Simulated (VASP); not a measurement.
Here is a VASP 6.6.1 calculation.

The input INCAR:

```
SYSTEM = CoO
ALGO = Normal
EDIFF = 1E-6
EDIFFG = -0.01
ENCUT = 600
GGA = PE
IBRION = 2
ISIF = 3
ISMEAR = 0
ISPIN = 2
LASPH = .TRUE.
LCHARG = .FALSE.
LDAU = .TRUE.
LDAUJ = 0 0
LDAUL = 2 -1
LDAUPRINT = 1
LDAUTYPE = 2
LDAUU = 3.32 0
LMAXMIX = 4
LORBIT = 11
LREAL = .FALSE.
LWAVE = .FALSE.
MAGMOM = 3 0
NELM = 150
NSW = 80
PREC = Accurate
SIGMA = 0.02
```

Contents of KPOINTS:

```
k-points
0
G
  14 14 14
  0 0 0
```

Contents of POSCAR:

```
CoO
1.0
    0.0000000000      2.3192549574      2.3192549574
    2.3192549574      0.0000000000      2.3192549574
    2.3192549574      2.3192549574      0.0000000000
Co O
1 1
Direct
    0.0000000000      0.0000000000      0.0000000000
    0.2500000000      0.2500000000      0.2500000000
```

Potentials or basis: VASP PAW PBE potentials, release 64 (Co, O).

Launch:

```sh
$ cat potpaw_PBE.64/Co/POTCAR potpaw_PBE.64/O/POTCAR > POTCAR
$ mpirun -np 1 vasp_std > vasp.out
```

**Question.** Estimate the net moment.

**Answer.** 3.00 μB per cell.

**Question.** Estimate the site moments.

**Answer.** Co +2.71; O +0.18 μB.

**Question.** What does it give for the relaxed volume?

**Answer.** 12.29 Å³/atom.

**Question.** What does it give for the band gap on the k mesh?

**Answer.** 0.58 eV.

Step by step:
```csv
step,energy change (eV),largest force (eV/Å),pressure (GPa),volume (Å³)
1,0.0000,0.0000,-1.91,24.95
2,-0.0018,0.0000,0.87,24.42
3,-0.0022,0.0000,-0.03,24.58
```

Caveat: a cell with one magnetic atom can't hold antiferromagnetic order, which such compounds often take. A k mesh can miss the band edges.
